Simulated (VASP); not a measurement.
Wanted: the native input for a VASP 6.6.1 run.

```
Task                    : density of states
Functional              : PBE
Potentials or basis     : VASP PAW PBE potentials, release 64 (Mo_sv, C)
Cutoff                  : 520 eV
k mesh                  : 12 × 12 × 8
Occupations             : gaussian, width 0.1 eV
Spin                    : no spin polarisation
Dipole correction       : no
k mesh for the DOS      : 18 × 18 × 12
Occupations for the DOS : tetrahedron
Further INCAR settings  : ALGO = Normal; EDIFF = 1e-06
```

Crystal: MoC2.

```
CELL_PARAMETERS angstrom
3.10759 0.00000 0.00000
0.00000 3.10759 0.00000
0.00000 0.00000 5.66403
ATOMIC_POSITIONS crystal
Mo 0.00000 0.00000 0.25000
Mo 0.00000 0.00000 0.75000
C 0.72866 0.50000 0.00000
C 0.27134 0.50000 0.00000
C 0.50000 0.72866 0.50000
C 0.50000 0.27134 0.50000
```

One way to write it, as run:

POSCAR

```
MoC2
1.0
    3.1075923271      0.0000000000      0.0000000000
    0.0000000000      3.1075923271      0.0000000000
    0.0000000000      0.0000000000      5.6640289593
Mo C
2 4
Direct
    0.0000000000      0.0000000000      0.2500000000
    0.0000000000      0.0000000000      0.7500000000
    0.7286576272      0.5000000000      0.0000000000
    0.2713423728      0.5000000000      0.0000000000
    0.5000000000      0.7286576272      0.5000000000
    0.5000000000      0.2713423728      0.5000000000
```

INCAR.step1

```
SYSTEM = MoC2
ALGO = Normal
EDIFF = 1E-6
ENCUT = 520
GGA = PE
ISIF = 2
ISMEAR = 0
LASPH = .True.
LCHARG = .True.
LMAXMIX = 4
LREAL = .False.
LWAVE = .False.
NBANDS = 31
NELM = 60
PREC = Accurate
SIGMA = 0.1
```

KPOINTS.step1

```
k-points
0
Gamma
  12 12 8
  0 0 0
```

INCAR.step2

```
SYSTEM = MoC2
ALGO = Normal
EDIFF = 1E-6
ENCUT = 520
GGA = PE
ICHARG = 11
ISIF = 2
ISMEAR = -5
LASPH = .True.
LCHARG = .False.
LMAXMIX = 4
LORBIT = 11
LREAL = .False.
LWAVE = .False.
NEDOS = 2001
NELM = 60
PREC = Accurate
SIGMA = 0.1
```

KPOINTS.step2

```
k-points
0
Gamma
  18 18 12
  0 0 0
```

Potentials or basis: VASP PAW PBE potentials, release 64 (Mo_sv, C).

Launch:

```console
$ cat potpaw_PBE.64/Mo_sv/POTCAR potpaw_PBE.64/C/POTCAR > POTCAR
$ cp INCAR.step1 INCAR
$ cp KPOINTS.step1 KPOINTS
$ mpirun -np 1 vasp_std > vasp.out
$ cp INCAR.step2 INCAR
$ cp KPOINTS.step2 KPOINTS
$ mpirun -np 1 vasp_std > vasp.out
```

It gave:

```json
{
 "Valence electrons inside the program's atomic spheres": "Mo 12.58; C 2.42"
}
```

Run time: 4.1 min on 1 thread of Intel(R) Xeon(R) Platinum 8488C (Sapphire Rapids), on a shared host, peak memory 0.52 GiB.
